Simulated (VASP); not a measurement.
Write the native input for VASP 6.6.1 that does the following.

```
Task                   : single point
Functional             : PBE
Dispersion             : D3(BJ)
Potentials or basis    : VASP PAW PBE potentials, release 64 (Si, N)
Cutoff                 : 520 eV
k mesh                 : 7 × 7 × 1
Occupations            : gaussian, width 0.05 eV
Spin                   : collinear spin, ferromagnetic start
Starting moments       : [0.0, 0.0, 0.0, 0.0, 3.0] μB
Dipole correction      : yes
Further INCAR settings : ALGO = Normal; EDIFF = 1e-06; NBANDS = 22
```

The structure of Si4N lies in POSCAR:

```
Si4N
1.0
    3.8333442755      0.0000000000      0.0000000000
    0.0000000000      3.8333442755      0.0000000000
    0.0000000000      0.0000000000     21.1034818114
Si N
4 1
Direct
    0.0000000000      0.5000000000      0.1895421825
    0.0000000000      0.0000000000      0.2537634269
    0.5000000000      0.0000000000      0.3207061922
    0.5000000000      0.5000000000      0.3839879070
    0.6250000000      1.0000000000      0.4882361074
```

The input as run:

INCAR

```
SYSTEM = Si4N
PREC = Accurate
ENCUT = 520
EDIFF = 1E-6
ISMEAR = 0
SIGMA = 0.05
LREAL = .FALSE.
LASPH = .TRUE.
NELM = 150
ALGO = Normal
ISIF = 2
LWAVE = .FALSE.
LCHARG = .FALSE.
ISPIN = 2
MAGMOM = 0 0 0 0 3
LORBIT = 11
LDIPOL = .TRUE.
IDIPOL = 3
DIPOL = 0.5 0.5 0.327
GGA = PE
IVDW = 12
NBANDS = 22
```

KPOINTS

```
Automatic mesh
0
G
  7 7 1
  0 0 0
```

Potentials or basis: VASP PAW PBE potentials, release 64 (Si, N).

Run with:

```sh
$ cat potpaw_PBE.64/Si/POTCAR potpaw_PBE.64/N/POTCAR > POTCAR
$ mpirun -np 1 vasp_std > vasp.out
```

Results of the run:

```
Largest force                                         : 0.792 eV/Å
Net moment                                            : 2.34 μB per cell
Site moments                                          : Si +0.01, -0.01, -0.10 (each value once); N +1.72 μB
Valence electrons inside the program's atomic spheres : Si 1.59, 1.67, 1.56 (each value once); N 3.28
Dispersion energy per atom                            : -0.206 eV
```

Run time: 8.4 min on 1 thread of Intel Xeon 8259CL, on a shared host, peak memory 0.57 GiB.
